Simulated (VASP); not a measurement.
Here is a VASP 6.6.1 calculation.

Contents of INCAR:

```
SYSTEM = Mg
PREC = Accurate
ENCUT = 520
EDIFF = 1E-6
ISMEAR = 0
SIGMA = 0.1
LREAL = .FALSE.
LASPH = .TRUE.
NELM = 100
ALGO = Normal
ISIF = 2
LWAVE = .FALSE.
LCHARG = .TRUE.
GGA = PS
LELF = .TRUE.
LVHAR = .TRUE.
NBANDS = 7
```

KPOINTS

```
Automatic mesh
0
G
  20 20 20
  0 0 0
```

The input POSCAR:

```
Mg
1.0
   -1.4467735339      1.4467735339      1.4467735339
    1.4467735339     -1.4467735339      1.4467735339
    1.4467735339      1.4467735339     -1.4467735339
Mg
1
Direct
    0.0000000000      0.0000000000      0.0000000000
```

Potentials or basis: VASP PAW PBE potentials, release 64 (Mg).

Command:

```console
$ cat potpaw_PBE.64/Mg/POTCAR > POTCAR
$ mpirun -np 1 vasp_std > vasp.out
```

(1) What does it give for the band gap on the k mesh?

(2) What does it give for the pressure?

Results:

(1) zero (bands 1 and 2 overlap by 4.79 eV).

(2) 76.8 GPa.

Caveat: the cell stands under pressure; the PAW data sets were made with another functional, which shifts forces and pressure a little.
